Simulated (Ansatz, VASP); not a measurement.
Two plane-wave programs on SiC

```
C Si
1.0
     1.59755    0.92234    5.51439
    -1.59755    0.92234    5.51439
     0.00000   -1.84469    5.51439
C Si
2 2
Direct
  0.44963 0.44963 0.44963
  0.55037 0.55037 0.55037
  0.92450 0.92450 0.92450
  0.07550 0.07550 0.07550
```

Change from the starting cell: hydrostatic strain +3.6%.

Alike in both runs: task single point; functional r2SCAN; k mesh 10 × 10 × 10; no spin polarisation.

```csv
,VASP,Ansatz
version,VASP 6.6.1,Ansatz 0.2.0
potentials or method,"VASP PAW PBE potentials, release 64 (C, Si)","plane waves, PAW"
plane-wave cutoff (eV),520,500
occupations,"gaussian, width 0.01 eV",fixed
valence electrons in the cell,16,16
```

Ansatz gave:

- gap on the k mesh at the Fermi level (eV): 0.94
- pressure (GPa): -17.5
- rms of the force components (eV/Å): 0.002

Problem. Estimate VASP's values.

Solution. gap on the k mesh at the Fermi level (eV): 0.95; pressure (GPa): -17.6; rms of the force components (eV/Å): 0.010.

VASP's potentials were made for PBE, not for r2SCAN.
